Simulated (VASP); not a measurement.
# InSe (R3m) in VASP: notebook

InSe is run at these levels: PBEsol, BLYP; tasks: single point.

All numbers are computed with VASP 6.6.1; they aren't measurements. Logs are shortened: lines on timing, memory, paths and dates and some standing lists are left out, and cuts for length are marked.

**Measured values to compare with.**

“The Interaction of Hydrogen with the van der Waals Crystal γ-InSe”, 2020, pmc:7321205 reports, for a bulk crystal of InSe at 300 K: band gap 1.25 eV.

The results are compared with them further down.

### 1 The cell of the first run

The structure is trigonal, space group R3m (No. 160). The conventional cell has a = 4.009 Å, b = 4.009 Å, c = 25.284 Å, α = 90.00°, β = 90.00°, γ = 120.00°. In (site symmetry 3m) has 3 Se at 2.64 Å and 1 In at 2.78 Å within 3.5 Å. Within 3.5 Å of In (site symmetry 3m) lie 3 Se at 2.64 Å and 1 In at 2.78 Å. Se (site symmetry 3m) has 3 In at 2.64 Å within 3.5 Å. Within 3.5 Å of Se (site symmetry 3m) lie 3 In at 2.64 Å.

### 2 Single point, PBEsol

Input file INCAR:

```
SYSTEM = InSe
PREC     = Accurate       ! precision mode
ENCUT    = 520            ! plane-wave cutoff, eV
EDIFF    = 1E-7           ! SCF threshold, eV
ISMEAR   = -1             ! smearing method
SIGMA    = 0.05           ! smearing width, eV
LREAL    = .False.        ! projectors in reciprocal space
LASPH    = .True.         ! aspherical terms in the spheres
NELM     = 80             ! most SCF steps
ALGO     = Normal         ! electronic algorithm
ISIF     = 2              ! what is computed and relaxed
LWAVE    = .False.        ! write WAVECAR
LCHARG   = .False.        ! write CHGCAR
GGA      = PS             ! functional
NBANDS   = 27             ! bands
```

Input file KPOINTS:

```
regular mesh
0
Gamma
  8 8 8
  0 0 0
```

Input file POSCAR:

```
InSe
1.0
    2.0046907084      1.1574087201      8.4279876913
   -2.0046907084      1.1574087201      8.4279876913
    0.0000000000     -2.3148174403      8.4279876913
In Se
2 2
Direct
    0.8894208121      0.8894208121      0.8894208121
   -0.0007606263     -0.0007606263     -0.0007606263
    0.1722638457      0.1722638457      0.1722638457
    0.3830759686      0.3830759686      0.3830759686
```

Potentials or basis: VASP PAW PBE potentials, release 64 (In_d, Se).

On the command line:

```
$ cat potpaw_PBE.64/In_d/POTCAR potpaw_PBE.64/Se/POTCAR > POTCAR
$ mpirun -np 1 vasp_std > vasp.out
```

OUTCAR:

```text
SYSTEM = InSe
   PREC = Accurate
   ENCUT = 520
   EDIFF = 1E-7
   ISMEAR = -1
   LREAL = .False.
   LASPH = .True.
   NELM = 80
   ISIF = 2
   GGA = PS

 ion  position               nearest neighbor table
   1  0.889  0.889  0.889-   3 2.64   3 2.64   3 2.64   2 2.78
   2  0.999  0.999  0.999-   4 2.64   4 2.64   4 2.64   1 2.78
   3  0.172  0.172  0.172-   1 2.64   1 2.64   1 2.64
   4  0.383  0.383  0.383-   2 2.64   2 2.64   2 2.64

  LATTYP: Found a trigonal (rhomboedric) cell.
 ALAT       =     8.7401004746
 COS(alpha) =     0.8947815499

  Lattice vectors:

 A1 = (   2.0046907084,   1.1574087201,   8.4279876913)
 A2 = (  -2.0046907084,   1.1574087201,   8.4279876913)
 A3 = (   0.0000000000,  -2.3148174403,   8.4279876913)

Analysis of symmetry for initial positions (statically):
=====================================================================
 Subroutine PRICEL returns:
 Original cell was already a primitive cell.

 Routine SETGRP: Setting up the symmetry group for a
 trigonal (rhombohedral) supercell.

 Subroutine GETGRP returns: Found  6 space group operations
 (whereof  6 operations were pure point group operations)
 out of a pool of 12 trial point group operations.

The static configuration has the point symmetry C_3v.

Analysis of symmetry for dynamics (positions and initial velocities):
=====================================================================
 Subroutine PRICEL returns:
 Original cell was already a primitive cell.

 Routine SETGRP: Setting up the symmetry group for a
 trigonal (rhombohedral) supercell.

 Subroutine GETGRP returns: Found  6 space group operations
 (whereof  6 operations were pure point group operations)
 out of a pool of 12 trial point group operations.

The dynamic configuration has the point symmetry C_3v.

 Subroutine INISYM returns: Found  6 space group operations
 (whereof  6 operations are pure point group operations),
 and found     1 'primitive' translations

----------------------------------------------------------------------------------------

                                     Primitive cell

  volume of cell :     117.3301

  direct lattice vectors                    reciprocal lattice vectors
[... 87 lines left out ...]
   LSORBIT =      F    spin-orbit coupling
   LASPH  =      T    aspherical Exc in radial PAW
   ENCUT  =  520.0 eV  38.22 Ry    6.18 a.u.  16.25 16.25 16.25*2*pi/ulx,y,z
   NELM   =     80;   NELMIN=  2; NELMDL= -5     # of ELM steps
   EDIFF  = 0.1E-06   stopping-criterion for ELM
   LREAL  =      F    real-space projection
   EDIFFG = 0.1E-05   stopping-criterion for IOM
   NSW    =      0    number of steps for IOM
   IBRION =     -1    ionic relax: 0-MD 1-quasi-New 2-CG
   NFREE  =      0    steps in history (QN), initial steepest desc. (CG)
   ISIF   =      2    stress and relaxation
   ISYM   =      2    0-nonsym 1-usesym 2-fastsym
   POTIM  = 0.5000    time-step for ionic-motion
   TEBEG  =    0.0;   TEEND  =   0.0 temperature during run
   PSTRESS=    0.0 pullay stress
   NELECT =      38.0000    total number of electrons
   NUPDOWN=      -1.0000    fix difference up-down
   EMIN   =  10.00;   EMAX   =-10.00  energy-range for DOS
   EFERMI =   0.00;   METHOD = LEGACY
   ISMEAR =    -1;   SIGMA  =   0.05  broadening in eV -4-tet -1-fermi 0-gaus
   EFERMI_NEDOS =   21; number of points for ismear=-14 and -15
   IALGO  =     38    algorithm
   IMIX   =      4    mixing-type and parameters
     AMIX     =   0.40;   BMIX     =  1.00
     AMIX_MAG =   1.60;   BMIX_MAG =  1.00
  volume/ion in A,a.u.               =      29.33       197.95
  Fermi-wavevector in a.u.,A,eV,Ry     =   1.124259  2.124541 17.197189  1.263958
  Thomas-Fermi vector in A             =   2.260930
   LORBIT       =      0    0 simple, 1 ext, 2 COOP (PROOUT), +10 PAW based schemes
   GGA     = PS    functional components
   LHFCALC =     F    Hartree Fock is set to
   AEXX    =    0.0000 exact exchange contribution
   IVDW    =     0    specifies the selected vdW correction
   LEPSILON=     F    determine dielectric tensor
   LRPA    =     F    only Hartree local field effects (RPA)
 non-spin polarized calculation
  energy-cutoff  :      520.00
  volume of cell :      117.33
 maximum number of plane-waves:      3188
 NGX is ok and might be reduce to    70
   NGX = 33   NGY = 33   NGZ = 33

 number of electron      38.0000003 magnetization

 Free energy of the ion-electron system (eV)
  ---------------------------------------------------
  ext. energy  EPLUGINS =         0.00000000
  ---------------------------------------------------
  free energy    TOTEN  =       -15.59816205 eV

  energy without entropy =      -15.59809129  energy(sigma->0) =      -15.59812667

 E-fermi :   4.1138     XC(G=0):  -9.0815

 val. band max:        3.9245016062   @ k =   0.5000   0.5000   0.5000
 cond. band min:       4.2790666919   @ k =   0.5000   0.5000   0.5000
 fundamental gap:      0.3545650856
 Fermi energy:         4.1138017667

 k-point     1 :       0.0000    0.0000    0.0000
  band No.  band energies     occupation
      1     -10.8185      2.00000
      2     -10.6197      2.00000
      3     -10.6197      2.00000
      4     -10.5305      2.00000
      5     -10.5305      2.00000
      6     -10.5211      2.00000
[... 709 lines left out ...]
     26      10.3556      0.00000
     27      10.7834      0.00000

 [... further k-points ...]

------------------------ aborting loop because EDIFF is reached ----------------------------------------

  FORCE on cell =-STRESS in cart. coord.  units (eV):
  Direction    XX          YY          ZZ          XY          YZ          ZX
  --------------------------------------------------------------------------------------
  -------------------------------------------------------------------------------------
  Total        0.0460508      0.0460508      0.0344854      0.0000000     -0.0000000      0.0000000
  in kB        0.6288380      0.6288380      0.4709087      0.0000000     -0.0000000      0.0000000
  external PRESSURE =       0.5761949 kB  Pullay stress =       0.0000000 kB

 VOLUME and BASIS-vectors are now :
 -----------------------------------------------------------------------------
  energy-cutoff  :      520.00
  volume of cell :      117.33
      direct lattice vectors                 reciprocal lattice vectors
     2.004690708  1.157408720  8.427987691     0.249415033  0.143999837  0.039550762
    -2.004690708  1.157408720  8.427987691    -0.249415033  0.143999837  0.039550762
     0.000000000 -2.314817440  8.427987691     0.000000000 -0.287999673  0.039550762

 POSITION                                       TOTAL-FORCE (eV/Angst)
 -----------------------------------------------------------------------------------
      0.00000     -0.00000     22.48808         0.000000     -0.000000      0.017941
      0.00000     -0.00000     25.26473         0.000000      0.000000     -0.018451
      0.00000     -0.00000      4.35551         0.000000      0.000000     -0.018494
      0.00000     -0.00000      9.68568         0.000000     -0.000000      0.019005
 -----------------------------------------------------------------------------------
    total drift:                               -0.000000     -0.000000     -0.000450

  FREE ENERGIE OF THE ION-ELECTRON SYSTEM (eV)
  ---------------------------------------------------
  free  energy   TOTEN  =       -15.5981620465 eV

  energy  without entropy=      -15.5980912931  energy(sigma->0) =      -15.59812667
```

OSZICAR:

```text
N       E                     dE             d eps       ncg     rms          rms(c)
DAV:   1     0.336593780567E+03    0.33659E+03   -0.17248E+04  3510   0.154E+03
DAV:   2     0.242881046120E+02   -0.31231E+03   -0.30261E+03  3543   0.382E+02
DAV:   3    -0.142550309446E+02   -0.38543E+02   -0.37688E+02  4457   0.145E+02
DAV:   4    -0.159910934491E+02   -0.17361E+01   -0.17315E+01  4171   0.312E+01
DAV:   5    -0.160635015872E+02   -0.72408E-01   -0.72397E-01  5372   0.626E+00    0.647E+00
DAV:   6    -0.156325914900E+02    0.43091E+00   -0.82326E-01  4946   0.156E+01    0.392E+00
DAV:   7    -0.156014616464E+02    0.31130E-01   -0.32039E-01  4883   0.428E+00    0.112E+00
DAV:   8    -0.155979911455E+02    0.34705E-02   -0.28686E-02  5358   0.185E+00    0.544E-01
DAV:   9    -0.155980812273E+02   -0.90082E-04   -0.47601E-03  4397   0.508E-01    0.141E-01
DAV:  10    -0.155981061609E+02   -0.24934E-04   -0.30772E-04  4836   0.129E-01    0.723E-02
DAV:  11    -0.155981632239E+02   -0.57063E-04   -0.10975E-04  4394   0.994E-02    0.202E-02
DAV:  12    -0.155981591582E+02    0.40657E-05   -0.15181E-05  5318   0.457E-02    0.137E-02
DAV:  13    -0.155981614485E+02   -0.22904E-05   -0.36499E-06  4415   0.109E-02    0.715E-03
DAV:  14    -0.155981620019E+02   -0.55335E-06   -0.12748E-06  3923   0.131E-02    0.217E-03
DAV:  15    -0.155981620465E+02   -0.44602E-07   -0.92668E-08  3378   0.259E-03
   1 F= -.15598162E+02 E0= -.15598127E+02  d E =-.707534E-04
```

It took 29 min on 1 thread of Intel Xeon 8259CL, shared host; peak memory 0.73 GiB.

Results:

* Free energy: -15.5982 eV
* Pressure: 0.1 GPa
* Largest force: 0.019 eV/Å
* Band gap on the k mesh: 0.35 eV

Forces in eV/Å, atoms in the order of the input:
```
In   0.000  0.000  0.018
In   0.000  0.000 -0.018
Se   0.000  0.000 -0.018
Se   0.000  0.000  0.019
```

Caveat: the PAW data sets were made with another functional, which shifts forces and pressure a little; spin-orbit coupling is left out, which moves the levels of the heavy elements.

### 3 Single point, BLYP

This run uses another cell than the first one, of 42.27 Å³/atom.

Input file INCAR:

```
SYSTEM = InSe
AGGAC = 1.0
AGGAX = 1.0
ALDAC = 0.0
ALDAX = 1.0
ALGO = Normal
EDIFF = 1E-6
ENCUT = 520
GGA = B5
ISIF = 2
ISMEAR = -1
LASPH = .True.
LCHARG = .False.
LREAL = .False.
LWAVE = .False.
NBANDS = 27
NELM = 60
PREC = Accurate
SIGMA = 0.05
```

Input file KPOINTS:

```
k-points
0
Gamma
  8 8 8
  0 0 0
```

Input file POSCAR:

```
InSe
1.0
    2.1061961723      1.2160129271     11.0022957211
   -2.1061961723      1.2160129271     11.0022957211
    0.0000000000     -2.4320258541     11.0022957211
In Se
2 2
Direct
    0.9007189872      0.9007189872      0.9007189872
   -0.0120515297     -0.0120515297     -0.0120515297
    0.1962953989      0.1962953989      0.1962953989
    0.3590371436      0.3590371436      0.3590371436
```

Potentials or basis: VASP PAW PBE potentials, release 64 (In_d, Se).

On the command line:

```
$ cat potpaw_PBE.64/In_d/POTCAR potpaw_PBE.64/Se/POTCAR > POTCAR
$ mpirun -np 1 vasp_std > vasp.out
```

OUTCAR:

```text
SYSTEM = InSe
   EDIFF = 1E-6
   ENCUT = 520
   GGA = B5
   ISIF = 2
   ISMEAR = -1
   LASPH = .True.
   LREAL = .False.
   NELM = 60
   PREC = Accurate

 ion  position               nearest neighbor table
   1  0.901  0.901  0.901-   3 2.73   3 2.73   3 2.73   2 2.88
   2  0.988  0.988  0.988-   4 2.73   4 2.73   4 2.73   1 2.88
   3  0.196  0.196  0.196-   1 2.73   1 2.73   1 2.73
   4  0.359  0.359  0.359-   2 2.73   2 2.73   2 2.73

  LATTYP: Found a trigonal (rhomboedric) cell.
 ALAT       =    11.2678862654
 COS(alpha) =     0.9301216367

[... 915 lines left out ...]
  Direction    XX          YY          ZZ          XY          YZ          ZX
  --------------------------------------------------------------------------------------
  -------------------------------------------------------------------------------------
  Total        0.0482418      0.0482418      0.0970137      0.0000000      0.0000000      0.0000000
  in kB        0.4571539      0.4571539      0.9193316      0.0000000      0.0000000      0.0000000
  external PRESSURE =       0.6112131 kB  Pullay stress =       0.0000000 kB

 VOLUME and BASIS-vectors are now :
 -----------------------------------------------------------------------------
  energy-cutoff  :      520.00
  volume of cell :      169.07
      direct lattice vectors                 reciprocal lattice vectors
     2.106196172  1.216012927 11.002295721     0.237394791  0.137059946  0.030296707
    -2.106196172  1.216012927 11.002295721    -0.237394791  0.137059946  0.030296707
     0.000000000 -2.432025854 11.002295721     0.000000000 -0.274119893  0.030296707

 POSITION                                       TOTAL-FORCE (eV/Angst)
 -----------------------------------------------------------------------------------
      0.00000      0.00000     29.72993         0.000000      0.000000      0.016830
      0.00000      0.00000     32.60910         0.000000     -0.000000     -0.015794
      0.00000      0.00000      6.47910         0.000000     -0.000000     -0.018510
      0.00000      0.00000     11.85070         0.000000      0.000000      0.017475
 -----------------------------------------------------------------------------------
    total drift:                                0.000000      0.000000      0.002613

  FREE ENERGIE OF THE ION-ELECTRON SYSTEM (eV)
  ---------------------------------------------------
  free  energy   TOTEN  =       -12.2032736314 eV

  energy  without entropy=      -12.2032615191  energy(sigma->0) =      -12.20326758
```

stdout:

```text
POSCAR found type information on POSCAR InSe
 POSCAR found :  2 types and       4 ions
 scaLAPACK will be used
 -----------------------------------------------------------------------------
|                                                                             |
|                                                                             |
|     You enforced a specific xc type in the INCAR file but a different       |
|     I HOPE YOU KNOW WHAT YOU ARE DOING!                                     |
|                                                                             |
 -----------------------------------------------------------------------------

 LDA part: xc-table for (Slater(with rela. corr.)+VWN5), standard interpolation
 POSCAR, INCAR and KPOINTS ok, starting setup
 FFT: planning ... GRIDC
 FFT: planning ... GRID_SOFT
 FFT: planning ... GRID
 WAVECAR not read
 entering main loop
```

Run time: 58 min. Hardware: 1 thread of Intel Xeon 8259CL, shared host; peak memory 1.1 GiB.

Results:

```
Free energy            : -12.2033 eV
Pressure               : 0.1 GPa
Largest force          : 0.019 eV/Å
Band gap on the k mesh : 0.81 eV (least direct gap 0.87 eV)
```

Forces on the atoms (eV/Å):
```
In   0.000  0.000  0.017
In   0.000  0.000 -0.016
Se   0.000  0.000 -0.019
Se   0.000  0.000  0.017
```

Caveat: the PAW data sets were made with another functional, which shifts forces and pressure a little; spin-orbit coupling is left out, which moves the levels of the heavy elements.

### 4 Against experiment

Step 2. Against the measured gap of InSe, 1.25 eV (300 K; “The Interaction of Hydrogen with the van der Waals Crystal γ-InSe”, 2020, pmc:7321205), the calculated 0.35 eV is off by -0.90 eV. Spin-orbit coupling on In, Se is left out. The value is that of PBEsol on a finite k mesh, which can miss the band edges, without temperature or zero-point motion. Semilocal functionals fall short of measured gaps as a rule.
